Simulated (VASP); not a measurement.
Sn: single point with PBE

The system is Sn, a slab with vacuum.

```xyz
4
Lattice="4.7065 0.0000 0.0000 0.0000 4.7065 0.0000 0.0000 0.0000 20.9920" Properties=species:S:1:pos:R:3 pbc="T T T"
Sn    0.0000    1.1766    7.9926
Sn    2.3532    1.1766    9.6360
Sn    2.3532    3.5298   11.3560
Sn    0.0000    3.5298   12.9994
```

```
Program             : VASP 6.6.1
Task                : single point
Functional          : PBE
Potentials or basis : VASP PAW PBE potentials, release 64 (Sn_d)
Cutoff              : 400 eV
k mesh              : 7 × 7 × 1
Occupations         : fermi-dirac, width 0.02 eV
Spin                : no spin polarisation
```

```yaml
Band_gap_on_the_k_mesh: zero (bands 28 and 29 overlap by 0.61 eV)
```

Forces on the atoms (eV/Å):
```
Sn   0.000  0.000  0.002
Sn   0.000  0.000  0.000
Sn   0.000  0.000  0.000
Sn   0.000  0.000 -0.002
```

Levels at points of the mesh, in eV from the Fermi level:
| k point | band 24 | band 25 | band 26 | band 27 | band 28 | band 29 | band 30 | band 31 | band 32 | band 33 |
| --- | --- | --- | --- | --- | --- | --- | --- | --- | --- | --- |
| (0.00, 0.00, 0.00) | -2.74 | -1.34 | -1.16 | -0.27 | 0.57 | 0.96 | 1.55 | 1.59 | 1.75 | 2.42 |

Wall time 3.8 min on 1 thread of Oxide Virtual Turin-like Processor, with other jobs on the host, peak memory 0.4 GiB.

Caveat: spin-orbit coupling is left out, which moves the levels of the heavy elements.
